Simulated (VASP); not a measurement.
# Al4NiPd3 (Im-3m) in VASP: notebook, part 2 of 2

VASP 6.6.1. The steps go on from the part before.

## 3. Single point, PBE

File INCAR:

```
PREC = Accurate
ENCUT = 520
EDIFF = 1E-6
ISMEAR = 0
SIGMA = 0.2
LREAL = False
LASPH = True
NELM = 80
ALGO = Normal
ISIF = 2
LWAVE = False
LCHARG = False
GGA = PE
NBANDS = 36
```

File KPOINTS:

```
regular mesh
0
Gamma
  6 6 6
```

File POSCAR:

```
Al4NiPd3
1.0
   -3.0373203000      3.0373203000      3.0373203000
    3.0373203000     -3.0373203000      3.0373203000
    3.0373203000      3.0373203000     -3.0373203000
Al Ni Pd
4 1 3
Direct
    0.5000000000      0.5000000000      0.5000000000
    0.0000000000      0.5000000000      1.0000000000
    0.5000000000      0.0000000000      0.0000000000
    1.0000000000      1.0000000000      0.5000000000
    0.0000000000      0.0000000000      0.0000000000
    0.5000000000      0.0000000000      0.5000000000
    0.0000000000      0.5000000000      0.5000000000
    0.5000000000      0.5000000000      0.0000000000
```

Potentials or basis: VASP PAW PBE potentials, release 64 (Al, Ni, Pd).

The run is started by

```sh
cat potpaw_PBE.64/Al/POTCAR potpaw_PBE.64/Ni/POTCAR potpaw_PBE.64/Pd/POTCAR > POTCAR
mpirun -np 1 vasp_std > vasp.out
```

It took 82 s on 1 thread of AMD EPYC 7R43 (Zen 3), shared host; peak memory 0.23 GiB.

The run converged. Its results:

| Property | Result |
| --- | --- |
| Free energy | -42.4429 eV |
| Pressure | -0.1 GPa |
| Band gap on the k mesh | zero (bands 26 and 27 overlap by 2.47 eV) |

Levels at points of the mesh, in eV from the Fermi level:
```csv
k point,band 23,band 24,band 25,band 26,band 27,band 28,band 29,band 30
"(0.00, 0.00, 0.00)",-1.73,-1.73,-1.73,-1.20,-1.20,1.74,2.05,2.05
"(0.50, 0.00, 0.00)",-1.64,-1.13,-0.78,-0.59,1.02,1.17,2.33,2.85
"(0.50, 0.50, 0.50)",-1.52,-1.05,-0.70,-0.70,1.63,2.35,2.35,2.35
```

## 4. Single point, PBE, collinear spin, ferromagnetic start

File INCAR:

```
SYSTEM = Al4NiPd3
PREC     = Accurate       ! precision mode
ENCUT    = 520            ! plane-wave cutoff, eV
EDIFF    = 1E-6           ! SCF threshold, eV
ISMEAR   = 0              ! smearing method
SIGMA    = 0.1            ! smearing width, eV
LREAL    = .FALSE.        ! projectors in reciprocal space
LASPH    = .TRUE.         ! aspherical terms in the spheres
NELM     = 150            ! most SCF steps
ALGO     = Normal         ! electronic algorithm
ISIF     = 2              ! what is computed and relaxed
LWAVE    = .FALSE.        ! write WAVECAR
LCHARG   = .FALSE.        ! write CHGCAR
ISPIN    = 2              ! spin polarisation
MAGMOM   = 0 0 0 0 2 1 1 1 ! initial moments
LORBIT   = 11             ! projections on sites
LMAXMIX  = 4              ! l up to which the mixer works
GGA      = PE             ! functional
NBANDS   = 40             ! bands
```

File KPOINTS:

```
regular mesh
0
G
  4 4 4
  0 0 0
```

POSCAR: that of step 3 with these lines changed.

```diff
@@ -9,5 +9,5 @@
     0.5000000000      0.5000000000      0.5000000000
-    0.0000000000      0.5000000000      1.0000000000
+    0.0000000000      0.5000000000      0.0000000000
     0.5000000000      0.0000000000      0.0000000000
-    1.0000000000      1.0000000000      0.5000000000
+    0.0000000000      0.0000000000      0.5000000000
     0.0000000000      0.0000000000      0.0000000000
```

The run is started by

```sh
cat potpaw_PBE.64/Al/POTCAR potpaw_PBE.64/Ni/POTCAR potpaw_PBE.64/Pd/POTCAR > POTCAR
mpirun -np 1 vasp_std > vasp.out
```

Run time: 1.8 min. Hardware: 1 thread of AMD EPYC 7R43 (Zen 3), shared host; peak memory 0.27 GiB.

It converged, with:

- Free energy: -42.3256 eV
- Pressure: 0.3 GPa
- Band gap on the k mesh: zero (filled and empty bands overlap)
- Net moment: 0.00 μB per cell
- Valence electrons inside the program's atomic spheres: Al 0.75; Ni 9.26; Pd 9.73

Levels at points of the mesh, in eV from the Fermi level:
Spin up:
```tsv
k point	band 24	band 25	band 26	band 27	band 28	band 29
(0.00, 0.00, 0.00)	-1.72	-1.72	-1.20	-1.20	1.73	2.03
(0.50, 0.00, 0.00)	-1.13	-0.79	-0.59	1.00	1.16	2.32
(0.50, 0.50, 0.50)	-1.06	-0.69	-0.69	1.61	2.33	2.33
```
Spin down:
```tsv
k point	band 22	band 23	band 24	band 25	band 26	band 27	band 28	band 29	band 30	band 31
(0.00, 0.00, 0.00)	-1.86	-1.72	-1.72	-1.72	-1.20	-1.20	1.73	2.03	2.03	2.50
(0.50, 0.00, 0.00)	-1.91	-1.66	-1.13	-0.79	-0.59	1.00	1.16	2.32	2.83	4.70
(0.50, 0.50, 0.50)	-1.54	-1.54	-1.06	-0.69	-0.69	1.61	2.33	2.33	2.33	4.82
```

Caveat: the k points lie up to 0.37 Å⁻¹ apart, too coarse for converged energies and pressures of a metal.

## 5. Single point, PBE

File INCAR:

```
SYSTEM = Al4NiPd3
PREC     = Accurate       ! precision mode
ENCUT    = 520            ! plane-wave cutoff, eV
EDIFF    = 1E-6           ! SCF threshold, eV
ISMEAR   = 0              ! smearing method
SIGMA    = 0.1            ! smearing width, eV
LREAL    = .False.        ! projectors in reciprocal space
LASPH    = .True.         ! aspherical terms in the spheres
NELM     = 100            ! most SCF steps
ALGO     = Fast           ! electronic algorithm
ISIF     = 2              ! what is computed and relaxed
LWAVE    = .False.        ! write WAVECAR
LCHARG   = .False.        ! write CHGCAR
GGA      = PE             ! functional
NBANDS   = 36             ! bands
```

File KPOINTS:

```
regular mesh
0
Gamma
  10 10 10
  0 0 0
```

POSCAR is that of step 4.

The run is started by

```sh
cat potpaw_PBE.64/Al/POTCAR potpaw_PBE.64/Ni/POTCAR potpaw_PBE.64/Pd/POTCAR > POTCAR
mpirun -np 1 vasp_std > vasp.out
```

Run time: 4.2 min. Hardware: 1 thread of AMD EPYC 7R43 (Zen 3), shared host; peak memory 0.32 GiB.

The run converged. Its results:

| Item | Value |
| --- | --- |
| Free energy | -42.3970 eV |
| Pressure | 0.0 GPa |
| Band gap on the k mesh | zero (bands 26 and 27 overlap by 2.95 eV) |

Levels at points of the mesh, in eV from the Fermi level:
| k point | band 23 | band 24 | band 25 | band 26 | band 27 | band 28 | band 29 | band 30 |
| --- | --- | --- | --- | --- | --- | --- | --- | --- |
| (0.00, 0.00, 0.00) | -1.74 | -1.74 | -1.74 | -1.22 | -1.22 | 1.72 | 2.03 | 2.03 |
| (0.50, 0.00, 0.00) | -1.67 | -1.15 | -0.80 | -0.61 | 0.99 | 1.15 | 2.31 | 2.82 |
| (0.50, 0.50, 0.50) | -1.55 | -1.07 | -0.71 | -0.71 | 1.60 | 2.32 | 2.32 | 2.32 |

Spin polarisation is off, so any magnetic state and its effect on volume and gap are missing.

## 6. The runs side by side

| k mesh | smearing | gap on the mesh (eV) | pressure (GPa) |
| --- | --- | --- | --- |
| 4 × 4 × 4 | gaussian 0.1 eV | none | 0.3 |
| 6 × 6 × 6 | gaussian 0.2 eV | none | -0.1 |
| 10 × 10 × 10 | gaussian 0.1 eV | none | 0.0 |

Alike in all rows: task single point; level PBE; potentials or basis VASP PAW PBE potentials, release 64 (Al, Ni, Pd); no spin polarisation; cell as given; cutoff (eV) 520.

Caveats: some runs use coarse meshes.

Absolute energies hang on the potentials; compare differences alone.
